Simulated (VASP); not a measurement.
Wanted: the native input for a VASP 6.6.1 run.

```
Task                   : relaxation of cell and atoms
Functional             : PBE
Dispersion             : D4
Potentials or basis    : VASP PAW PBE potentials, release 64 (P)
Cutoff                 : 600 eV
k mesh                 : 11 × 11 × 11
Occupations            : fermi-dirac, width 0.05 eV
Spin                   : no spin polarisation
Dipole correction      : no
Further INCAR settings : ALGO = Normal; EDIFF = 1e-06; IBRION = 2; EDIFFG = -0.01; NSW = 60; ISIF = 3
```

The structure of P lies in POSCAR:

```
P
1.0
   -1.6915100431      2.5151650373      1.8589441358
    1.6915100431     -2.5151650373      1.8589441358
    1.6915100431      2.5151650373     -1.8589441358
P
2
Direct
    0.6966908900      0.9466908900      0.7500000000
    0.3033091100      0.0533091100      0.2500000000
```

One way to write it, as run:

INCAR

```
SYSTEM = P
ALGO = Normal
EDIFF = 1E-6
EDIFFG = -0.01
ENCUT = 600
GGA = PE
IBRION = 2
ISIF = 3
ISMEAR = -1
IVDW = 13
LASPH = .True.
LCHARG = .False.
LREAL = .False.
LWAVE = .False.
NELM = 60
NSW = 60
PREC = Accurate
SIGMA = 0.05
```

KPOINTS

```
k-points
0
Gamma
  11 11 11
  0 0 0
```

Potentials or basis: VASP PAW PBE potentials, release 64 (P).

Launch:

```console
$ cat potpaw_PBE.64/P/POTCAR > POTCAR
$ mpirun -np 1 vasp_std > vasp.out
```

It gave:

```json
{"Relaxed volume": "14.86 Å³/atom", "Relaxed cell": "a = 3.479 Å, b = 3.479 Å, c = 3.479 Å, α = 121.67°, β = 89.89°, γ = 118.49°", "Space group after relaxing (to 0.1 Å)": "Imma (No. 74)", "Energy gained by relaxing": "14.3 meV/atom", "Ionic steps": "11", "Pressure after relaxing": "-0.1 GPa", "Largest force after relaxing": "0.007 eV/Å", "Band gap on the k mesh": "zero (bands 5 and 6 overlap by 1.22 eV)", "Dispersion energy per atom": "-0.492 eV"}
```

Wall time 2.2 min on 1 thread of Intel(R) Xeon(R) 6975P-C (Granite Rapids) (shared host), peak memory 0.2 GiB.
